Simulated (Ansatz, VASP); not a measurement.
## Two plane-wave programs on WC

File POSCAR:

```
WC
1.0
    2.9386661100      0.0000000000      0.0000000000
   -1.4693330600      2.5449638400      0.0000000000
    0.0000000000      0.0000000000      2.8667690500
W C
1 1
Direct
    0.0000000000      0.0000000000      0.0000000000
    0.6666700000      0.3333300000      0.5000000000
```

The input INCAR.step1:

```
ALGO     = Normal         # electronic algorithm
EDIFF    = 1E-4           # SCF threshold, eV
ENCUT    = 520            # plane-wave cutoff, eV
GGA      = PE             # functional
ISMEAR   = -1             # smearing method
LASPH    = True           # aspherical terms in the spheres
LCHARG   = False          # write CHGCAR
LREAL    = False          # projectors in reciprocal space
LWAVE    = True           # write WAVECAR
NBANDS   = 16             # bands
NELM     = 80             # most SCF steps
PREC     = Accurate       # precision mode
SIGMA    = 0.1            # smearing width, eV
```

Contents of INCAR.step2:

```
ALGO     = Normal         # electronic algorithm
EDIFF    = 1E-6           # SCF threshold, eV
ENCUT    = 520            # plane-wave cutoff, eV
ISIF     = 2              # what is computed and relaxed
ISMEAR   = -1             # smearing method
ISTART   = 1            
LASPH    = True           # aspherical terms in the spheres
LCHARG   = False          # write CHGCAR
LMIXTAU  = True         
LREAL    = False          # projectors in reciprocal space
LWAVE    = False          # write WAVECAR
METAGGA  = R2SCAN         # meta-GGA
NBANDS   = 16             # bands
NELM     = 80             # most SCF steps
PREC     = Accurate       # precision mode
SIGMA    = 0.1            # smearing width, eV
```

File KPOINTS:

```
k-points
0
Gamma
  13 13 12
```

Input for Ansatz:

```yaml
crystal:
  lattice:
    - [2.93866611, 0.0, 0.0]
    - [-1.46933306, 2.54496384, 0.0]
    - [0.0, 0.0, 2.86676905]
  atoms:
    - { symbol: W, position: [0.0, 0.0, 0.0] }
    - { symbol: C, position: [0.66667, 0.33333, 0.5] }
  symmetry: { tolerance: 0.0003 }
kpoints:
  mp_grid: { grid: [13, 13, 12], shift: [0, 0, 0] }
  band_path:
    path:
      - [0.0, 0.0, 0.0]
      - [0.5, 0.0, 0.0]
      - [0.33333333, 0.33333333, 0.0]
      - [0.0, 0.0, 0.0]
      - [0.0, 0.0, 0.5]
      - [0.5, 0.0, 0.5]
      - [0.33333333, 0.33333333, 0.5]
      - [0.0, 0.0, 0.5]
      - [0.5, 0.0, 0.5]
      - [0.5, 0.0, 0.0]
      - [0.33333333, 0.33333333, 0.5]
    npoints: 6
magnetization:
  spin_polarized: false
scf:
  occupations: { method: fermi_dirac }
  lower_state_search: "off"
  max_iter: 200
hamiltonian:
  pseudopotentials: { kind: paw }
  xc: r2scan
basis:
  ecutwfc: 500
  fft_grid_basis: typed
output:
  forces: true
  stress: true
  eigenvalues: true
  bader: true
  populations: true
  elf: true
  write_potential: true
  volumetric_format: npy
  dos:
    e_range: [-12, 8]
    de: 0.05
    projected: { site_lists: { C: [C], W: [W] } }
checkpoint:
  read: saved_state
```

Alike in both runs: task single point; functional r2SCAN; k mesh 13 × 13 × 12; no spin polarisation.

|  | VASP | Ansatz |
| --- | --- | --- |
| version | VASP 6.6.1 | Ansatz 0.2.0 |
| potentials or method | VASP PAW PBE potentials, release 64 (W_sv, C), cutoff 520 eV | PAW plane waves |
| occupations | fermi-dirac, width 0.1 eV | fermi-dirac |
| valence electrons in the cell | 18 | 18 |

```csv
,VASP,Ansatz,Ansatz less VASP
pressure (GPa),-9.4,-11.1,-1.66
"traceless stress, the component that is largest in VASP (GPa)",-1.97,-2.16,-0.186
```

VASP's potentials were made for PBE, not for r2SCAN. Ansatz's warnings: structure snapped to symmetry.

Spin-orbit coupling is off throughout.
